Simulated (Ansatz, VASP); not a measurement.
Al4P in VASP and in Ansatz

File INCAR:

```
SYSTEM = Al4P
PREC = Accurate
ENCUT = 600
EDIFF = 1E-6
ISMEAR = 0
SIGMA = 0.1
LREAL = .FALSE.
LASPH = .TRUE.
NELM = 100
ALGO = Normal
ISIF = 3
LWAVE = .FALSE.
LCHARG = .FALSE.
GGA = PE
IBRION = 2
NSW = 100
EDIFFG = -0.01
```

KPOINTS

```
regular mesh
0
G
  10 10 10
  0 0 0
```

Contents of POSCAR:

```
Al4P
1.0
   -3.0308372062      3.0308372062      2.8420670704
    3.0308372062     -3.0308372062      2.8420670704
    3.0308372062      3.0308372062     -2.8420670704
Al P
4 1
Direct
    0.2807315955      0.2807315955      0.5614631910
    0.7192684045      0.7192684045      0.4385368090
    0.2807315955      0.7192684045      0.0000000000
    0.7192684045      0.2807315955      0.0000000000
    0.0000000000      0.0000000000      0.0000000000
```

Input for Ansatz:

```yaml
crystal:
  lattice:
    - [-3.0308372062, 3.0308372062, 2.8420670704]
    - [3.0308372062, -3.0308372062, 2.8420670704]
    - [3.0308372062, 3.0308372062, -2.8420670704]
  atoms:
    - { symbol: Al, position: [0.2807315955, 0.2807315955, 0.561463191] }
    - { symbol: Al, position: [0.7192684045, 0.7192684045, 0.438536809] }
    - { symbol: Al, position: [0.2807315955, 0.7192684045, 0.0] }
    - { symbol: Al, position: [0.7192684045, 0.2807315955, 0.0] }
    - { symbol: P, position: [0.0, 0.0, 0.0] }
basis:
  ecutwfc: 420
kpoints:
  mp_grid: { grid: [10, 10, 10] }
hamiltonian:
  xc: pbe
scf:
  occupations: { method: gaussian, width: 0.1 }
output:
  forces: true
  stress: true
  eigenvalues: true
relax:
  adjacent_minimum: "off"
  f_tol: 0.01
  max_steps: 80
  cell: { stress_tol: 0.05 }
```

Alike in both runs: task relaxation of cell and atoms; functional PBE; k mesh 10 × 10 × 10; occupations gaussian, width 0.1 eV; no spin polarisation.

|  | VASP | Ansatz |
| --- | --- | --- |
| version | VASP 6.6.1 | Ansatz 0.2.0 |
| potentials or method | VASP PAW PBE potentials, release 64 (Al, P), cutoff 600 eV | scalar-relativistic, plane waves, PAW |
| valence electrons in the cell | 17 | 17 |

```csv
,VASP,Ansatz,Ansatz less VASP
"gap on the k mesh at the Fermi level, each at its own relaxed structure (eV)",none,none,-
relaxed volume (Å³/atom),20.80,20.81,+0.016
relaxed cell length with the largest relative difference (Å),5.135,5.137,+0.0015
```

A gap of «none» marks a metal or a gap that the smearing closes.

Noted on VASP's run: too few bands were computed for a metal, which touches its energy and stress.
